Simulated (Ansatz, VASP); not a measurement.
**One calculation of N, two programs**

File INCAR:

```
SYSTEM = N
  ALGO = Normal
  EDIFF = 1E-7
  EDIFFG = -0.01
  ENCUT = 520
  GGA = PE
  IBRION = 2
  ISIF = 2
  ISMEAR = 0
  IVDW = 12
  LASPH = .TRUE.
  LCHARG = .FALSE.
  LREAL = .FALSE.
  LWAVE = .FALSE.
  NELM = 60
  NSW = 80
  PREC = Accurate
  SIGMA = 0.01
```

File KPOINTS:

```
k-points
0
G
  1 1 1
  0 0 0
```

POSCAR

```
N
1.0
    9.6000000000      0.0000000000      0.0000000000
    0.0000000000      9.8000000000      0.0000000000
    0.0000000000      0.0000000000     10.0000000000
N
2
Direct
    0.5331225006      0.5324465312      0.5317976006
    0.4668774994      0.4675534688      0.4682023994
```

Input for Ansatz:

```yaml
crystal:
  lattice:
    - [9.6, 0.0, 0.0]
    - [0.0, 9.8, 0.0]
    - [0.0, 0.0, 10.0]
  atoms:
    - { symbol: "N", position: [0.5331225006, 0.5324465312, 0.5317976006] }
    - { symbol: "N", position: [0.4668774994, 0.4675534688, 0.4682023994] }
basis:
  ecutwfc: 420
kpoints:
  mp_grid: { grid: [1, 1, 1] }
hamiltonian:
  xc: pbe
  dispersion: d3bj
scf:
  occupations: { method: gaussian, width: 0.01 }
output:
  forces: true
  eigenvalues: true
relax:
  adjacent_minimum: "off"
  f_tol: 0.01
  max_steps: 60
```

Alike in both runs: task relaxation of the atoms; functional PBE; dispersion D3(BJ); k mesh 1 × 1 × 1; occupations gaussian, width 0.01 eV; no spin polarisation.

|  | VASP | Ansatz |
| --- | --- | --- |
| version | VASP 6.6.1 | Ansatz 0.2.0 |
| potentials or method | VASP PAW PBE potentials, release 64 (N), cutoff 520 eV | scalar-relativistic, plane waves, PAW |
| valence electrons in the cell | 10 | 10 |

|  | VASP | Ansatz | Ansatz less VASP |
| --- | --- | --- | --- |
| gap on the k mesh at the Fermi level, each at its own relaxed structure (eV) | 8.06 | 8.24 | +0.175 |

Noted on VASP's run: the standard files for N, O and F lose accuracy on very short bonds.
